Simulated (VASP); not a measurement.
**TiMoSe4: single point with PBE**

Crystal: TiMoSe4.

```xyz
6
Lattice="4.9199 0.0000 0.0000 -2.4599 4.2608 0.0000 0.0000 0.0000 5.3862" Properties=species:S:1:pos:R:3 pbc="T T T"
Ti    0.0000    0.0000    2.6931
Mo    0.0000    0.0000    0.0000
Se    0.0000    2.8405    0.0000
Se    2.4599    1.4203    0.0000
Se    0.0000    2.8405    2.6931
Se    2.4599    1.4203    2.6931
```

```json
{
 "Program": "VASP 6.6.1",
 "Task": "single point",
 "Functional": "PBE",
 "Potentials or basis": "VASP PAW PBE potentials, release 64 (Ti_sv, Mo_sv, Se)",
 "Cutoff": "520 eV",
 "k mesh": "2 × 2 × 3",
 "Occupations": "gaussian, width 0.15 eV",
 "Spin": "collinear spin, ferromagnetic start",
 "Starting moments": "[1.0, 1.0, 0.0, 0.0, 0.0, 0.0] μB"
}
```

The pressure is 0.2 GPa and the net moment is 0.87 μB per cell. The site moments are Ti -0.12; Mo +0.89; Se -0.01, +0.01 μB. The valence electrons inside the program's atomic spheres are Ti 10.16; Mo 12.28; Se 3.77, 3.78.

Stress tensor (GPa, compression positive):
```
0.32 0.00 0.00
0.00 0.32 0.00
0.00 0.00 0.01
```

Levels at points of the mesh, in eV from the Fermi level:
Spin up:
```
           k point  band 21  band 22  band 23  band 24  band 25  band 26  band 27  band 28  band 29  band 30
(0.00, 0.00, 0.00)    -2.43    -1.63    -1.63    -0.15    -0.15     1.61     1.67     1.67     2.15     2.15
(0.50, 0.00, 0.00)    -1.87    -1.75    -0.95    -0.65    -0.34     0.46     1.10     1.69     2.13     2.15
```
Spin down:
| k point | band 22 | band 23 | band 24 | band 25 | band 26 | band 27 |
| --- | --- | --- | --- | --- | --- | --- |
| (0.00, 0.00, 0.00) | -1.38 | -1.38 | -0.11 | -0.11 | 1.88 | 2.06 |
| (0.50, 0.00, 0.00) | -1.64 | -0.82 | -0.38 | 0.25 | 0.46 | 1.22 |

Wall time 40 s on 1 thread of AMD EPYC 9R45 96-Core Processor (Zen 5), on a shared host, peak memory 0.25 GiB.

Caveat: the k points lie up to 0.74 Å⁻¹ apart.
